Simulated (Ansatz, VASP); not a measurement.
One calculation of SnO2, two programs

```
Sn O
1.0
     4.82757    0.00000    0.00000
     0.00000    4.82757    0.00000
     0.00000    0.00000    3.23810
Sn O
2 4
Direct
  0.00000 0.00000 0.00000
  0.50000 0.50000 0.50000
  0.30658 0.30658 0.00000
  0.80658 0.19342 0.50000
  0.19342 0.81072 0.50000
  0.69342 0.69342 0.00000
```

Alike in both runs: task single point; functional PBE; k mesh 6 × 6 × 10; occupations gaussian, width 0.05 eV; no spin polarisation.

```csv
,VASP,Ansatz
version,VASP 6.6.1,Ansatz 0.2.0
potentials or method,"VASP PAW PBE potentials, release 64 (Sn_d, O), cutoff 520 eV","scalar-relativistic, plane waves, PAW"
valence electrons in the cell,52,52
```

Ansatz gave:

| Quantity | Value |
| --- | --- |
| gap on the k mesh at the Fermi level (eV) | 0.69 |
| least direct gap on the mesh (eV) | 0.69 |
| pressure (GPa) | 0.1 |
| traceless stress, the component that is largest in VASP (GPa) | 0.06 |
| rms of the force components (eV/Å) | 0.077 |

**Question.** Which values does VASP return?

**Answer.** gap on the k mesh at the Fermi level (eV): 0.68; least direct gap on the mesh (eV): 0.68; pressure (GPa): 0.7; traceless stress, the component that is largest in VASP (GPa): 0.27; rms of the force components (eV/Å): 0.082.

Atom by atom the forces differ by 0.008 eV/Å (rms over components).
